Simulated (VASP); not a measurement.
## B3Ir: single point with r2SCAN

Crystal: B3Ir.

```
CELL_PARAMETERS angstrom
2.58225 0.00000 0.00000
1.29113 -3.68515 0.00000
0.00000 0.00000 -6.80064
ATOMIC_POSITIONS crystal
Ir 0.23570 0.52860 0.63600
Ir 0.76430 0.47140 0.13600
B 0.63600 0.72800 0.41900
B 0.36400 0.27200 0.91900
B 0.95070 0.09860 0.64200
B 0.04930 0.90140 0.14200
B 0.63290 0.73420 0.84100
B 0.36710 0.26580 0.34100
```

- Program: VASP 6.6.1
- Task: single point
- Functional: r2SCAN
- Potentials or basis: VASP PAW PBE potentials, release 64 (Ir, B)
- Cutoff: 520 eV
- k mesh: 10 × 10 × 4
- Occupations: fermi-dirac, width 0.1 eV
- Spin: no spin polarisation

| Quantity | Value |
| --- | --- |
| Pressure | 57.2 GPa |
| Largest force | 4.619 eV/Å |
| Band gap on the k mesh | zero (band 18 reaches 10.99 eV, above the bottom of band 19 at 10.05 eV) |
| Valence electrons inside the program's atomic spheres | Ir 9.89; B 1.80, 1.77, 1.82 |

Forces in eV/Å, atoms in the order of the input:
```
Ir   0.000 -1.065  1.556
Ir   0.000  1.065  1.556
B    0.000 -2.958  2.314
B    0.000  2.958  2.314
B    0.000  2.460 -0.485
B    0.000 -2.460 -0.485
B    0.000 -3.143 -3.385
B    0.000  3.143 -3.385
```

Stress tensor (GPa, compression positive):
```
74.55  0.00  0.00
 0.00 31.09  0.00
 0.00  0.00 65.93
```

Levels at points of the mesh, in eV from the Fermi level:
| k point | band 16 | band 17 | band 18 | band 19 | band 20 | band 21 |
| --- | --- | --- | --- | --- | --- | --- |
| (0.00, 0.00, 0.00) | -3.82 | -3.68 | -1.79 | 3.45 | 3.91 | 4.22 |
| (0.50, 0.00, 0.00) | -3.36 | -2.16 | 0.53 | 0.74 | 1.34 | 1.83 |
| (0.00, 0.50, 0.00) | -2.41 | -1.31 | -1.20 | 0.81 | 3.02 | 4.09 |
| (0.00, 0.00, 0.50) | -4.43 | -1.92 | -1.92 | 3.55 | 3.55 | 5.27 |
| (0.50, 0.00, 0.50) | -3.74 | -0.72 | -0.72 | 0.73 | 0.73 | 2.14 |
| (0.00, 0.50, 0.50) | -3.67 | -1.45 | -1.45 | 2.40 | 2.40 | 4.27 |

Run time: 4.9 min on 1 thread of AMD EPYC 9R45 96-Core Processor (Zen 5), with other jobs on the host, peak memory 0.23 GiB.

Caveat: the PAW data sets were made with another functional, which shifts forces and pressure a little; spin-orbit coupling is left out, which moves the levels of the heavy elements.
